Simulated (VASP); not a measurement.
Input of a VASP 6.6.1 run:

The input INCAR:

```
  ALGO = Normal
  EDIFF = 1E-6
  ENCUT = 520
  GGA = PE
  ISIF = 2
  ISMEAR = 0
  LASPH = T
  LCHARG = F
  LREAL = F
  LWAVE = F
  NBANDS = 47
  NELM = 60
  PREC = Accurate
  SIGMA = 0.15
```

The input KPOINTS:

```
k-points
0
Gamma
  3 3 3
```

File POSCAR:

```
LiZnF3
1.0
    2.6199604661      1.5126348804      4.7225694792
   -2.6199604661      1.5126348804      4.7225694792
    0.0000000000     -3.0252697607      4.7225694792
Li Zn F
2 2 6
Direct
    0.2500000000      0.2500000000      0.2500000000
    0.7500000000      0.7500000000      0.7500000000
    0.0000000000      0.0000000000      0.0000000000
    0.5000000000      0.5000000000      0.5000000000
    0.6038831138      0.2500000000      0.8961168862
    0.2500000000      0.8961168862      0.6038831138
    0.1038831138      0.3961168862      0.7500000000
    0.8961168862      0.6038831138      0.2500000000
    0.3961168862      0.7500000000      0.1038831138
    0.7500000000      0.1038831138      0.3961168862
```

Potentials or basis: VASP PAW PBE potentials, release 64 (Li_sv, Zn, F).

Launch:

```sh
$ cat potpaw_PBE.64/Li_sv/POTCAR potpaw_PBE.64/Zn/POTCAR potpaw_PBE.64/F/POTCAR > POTCAR
$ mpirun -np 1 vasp_std > vasp.out
```

(1) Estimate the largest force.

(2) What does it give for the band gap on the k mesh?

## Answers

(1) 0.020 eV/Å.

(2) 4.15 eV.

Caveat: the k points lie up to 0.48 Å⁻¹ apart.
